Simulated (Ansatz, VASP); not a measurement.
## One calculation of F, two programs

INCAR

```
PREC = Accurate
ENCUT = 520
EDIFF = 1E-7
ISMEAR = 0
SIGMA = 0.05
LREAL = F
LASPH = T
NELM = 80
ALGO = Normal
ISIF = 2
LWAVE = F
LCHARG = F
GGA = PS
NBANDS = 22
```

KPOINTS

```
regular mesh
0
Gamma
  4 4 2
```

File POSCAR:

```
F
1.0
    3.2389009936     -1.8615074069     -0.2498119861
    3.2389009936      1.8615074069     -0.2498119861
   -2.4354061261      0.0000000000      7.4548272690
F
4
Direct
    0.0848459664      0.0848459664      0.0900077731
    0.9151540336      0.9151540336      0.9099922269
    0.5015719855      0.5015719855      0.5937195244
    0.4984280145      0.4984280145      0.4062804756
```

Input for Ansatz:

```yaml
crystal:
  lattice:
    - [3.2389009936, -1.8615074069, -0.2498119861]
    - [3.2389009936, 1.8615074069, -0.2498119861]
    - [-2.4354061261, 0.0, 7.454827269]
  atoms:
    - { symbol: F, position: [0.0848459664, 0.0848459664, 0.0900077731] }
    - { symbol: F, position: [0.9151540336, 0.9151540336, 0.9099922269] }
    - { symbol: F, position: [0.5015719855, 0.5015719855, 0.5937195244] }
    - { symbol: F, position: [0.4984280145, 0.4984280145, 0.4062804756] }
basis:
  ecutwfc: 520.0
kpoints:
  mp_grid: { grid: [4, 4, 2] }
hamiltonian:
  xc: pbesol
scf:
  occupations: { method: gaussian, width: 0.05 }
output:
  forces: true
  stress: true
  eigenvalues: true
```

Alike in both runs: task single point; functional PBEsol; k mesh 4 × 4 × 2; occupations gaussian, width 0.05 eV; no spin polarisation.

```csv
,VASP,Ansatz
version,VASP 6.6.1,Ansatz 0.2.0
potentials or method,"VASP PAW PBE potentials, release 64 (F), cutoff 520 eV","scalar-relativistic, plane waves, PAW"
valence electrons in the cell,28,28
```

Ansatz gave:

| Quantity | Value |
| --- | --- |
| gap on the k mesh at the Fermi level (eV) | 2.54 |
| least direct gap on the mesh (eV) | 2.58 |
| pressure (GPa) | -2.4 |
| traceless stress, the component that is largest in VASP (GPa) | -3.88 |
| rms of the force components (eV/Å) | 0.836 |

Question: Which values does VASP return?

Answer: gap on the k mesh at the Fermi level (eV): 2.47; least direct gap on the mesh (eV): 2.51; pressure (GPa): -2.2; traceless stress, the component that is largest in VASP (GPa): -2.89; rms of the force components (eV/Å): 0.671.

VASP's potentials were made for PBE, not for PBEsol. Atom by atom the forces differ by 0.205 eV/Å (rms over components).

The k mesh is coarse, so the values compare programs but aren't converged.
